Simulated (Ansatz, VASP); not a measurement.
# One calculation of SnGe2, two programs

```xyz
6
Lattice="5.5942 0.0000 0.0804 0.0000 3.2849 0.0000 -1.7469 0.0000 7.3557" Properties=species:S:1:pos:R:3 pbc="T T T"
Sn    1.5425    0.8212    0.7190
Sn    2.3048    2.4637    6.7171
Ge    0.8766    2.4637    4.1891
Ge   -1.0654    0.8212    5.2935
Ge    2.9707    0.8212    3.2470
Ge    4.9127    2.4637    2.1425
```

Change from the starting cell: the structure that the rattled cell fell into.

Alike in both runs: functional PBE; k mesh 4 × 6 × 4; occupations gaussian, width 0.1 eV; no spin polarisation.

Ansatz relaxed the structure, and its values are those at the end. VASP's run is a single point on that final structure, the one shown.

|  | VASP | Ansatz |
| --- | --- | --- |
| version | VASP 6.6.1 | Ansatz 0.2.0 |
| potentials or method | VASP PAW PBE potentials, release 64 (Sn_d, Ge_d), cutoff 520 eV | scalar-relativistic, plane waves, PAW |
| valence electrons in the cell | 84 | 84 |

|  | VASP | Ansatz | Ansatz less VASP |
| --- | --- | --- | --- |
| gap on the k mesh at the Fermi level (eV) | none | none | - |
| pressure (GPa) | -0.2 | -0.2 | +0.03 |
| rms of the force components (eV/Å) | 0.016 | 0.016 | +0.0006 |

A gap of «none» marks a metal or a gap that the smearing closes.
